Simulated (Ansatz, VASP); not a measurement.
## One calculation of CaS, two programs

The input INCAR:

```
SYSTEM = CaS
PREC     = Accurate       ! precision mode
ENCUT    = 500            ! plane-wave cutoff, eV
EDIFF    = 1E-6           ! SCF threshold, eV
ISMEAR   = 0              ! smearing method
SIGMA    = 0.02           ! smearing width, eV
LREAL    = .False.        ! projectors in reciprocal space
LASPH    = .True.         ! aspherical terms in the spheres
NELM     = 120            ! most SCF steps
ALGO     = Normal         ! electronic algorithm
ISIF     = 2              ! what is computed and relaxed
LWAVE    = .False.        ! write WAVECAR
LCHARG   = .True.         ! write CHGCAR
GGA      = PE             ! functional
LELF     = .True.         ! ELF
LVHAR    = .True.       
NBANDS   = 15             ! bands
GGA_COMPAT= .False.
```

KPOINTS

```
Automatic mesh
0
Gamma
  8 8 8
  0 0 0
```

File POSCAR:

```
CaS
1.0
    0.0000000000      2.7366751374      2.7366751374
    2.7366751374      0.0000000000      2.7366751374
    2.7366751374      2.7366751374      0.0000000000
Ca S
1 1
Direct
    0.0000000000      0.0000000000      0.0000000000
    0.5000000000      0.5000000000      0.5000000000
```

Input for Ansatz:

```yaml
crystal:
  lattice:
    - [0.0, 2.7366751374, 2.7366751374]
    - [2.7366751374, 0.0, 2.7366751374]
    - [2.7366751374, 2.7366751374, 0.0]
  atoms:
    - { symbol: Ca, position: [0.0, 0.0, 0.0] }
    - { symbol: S, position: [0.5, 0.5, 0.5] }
basis:
  ecutwfc: 420
kpoints:
  mp_grid: { grid: [8, 8, 8] }
hamiltonian:
  xc: pbe
scf:
  occupations: { method: gaussian, width: 0.02 }
output:
  forces: true
  stress: true
  eigenvalues: true
```

Alike in both runs: task single point; functional PBE; k mesh 8 × 8 × 8; occupations gaussian, width 0.02 eV; no spin polarisation.

```csv
,VASP,Ansatz
version,VASP 6.6.1,Ansatz 0.2.0
potentials or method,"VASP PAW PBE potentials, release 64 (Ca_sv, S), cutoff 500 eV","scalar-relativistic, plane waves, PAW"
valence electrons in the cell,16,16
```

```csv
,VASP,Ansatz,Ansatz less VASP
gap on the k mesh at the Fermi level (eV),2.04,2.04,+0.008
least direct gap on the mesh (eV),2.92,2.93,+0.008
pressure (GPa),9.7,9.5,-0.25
```
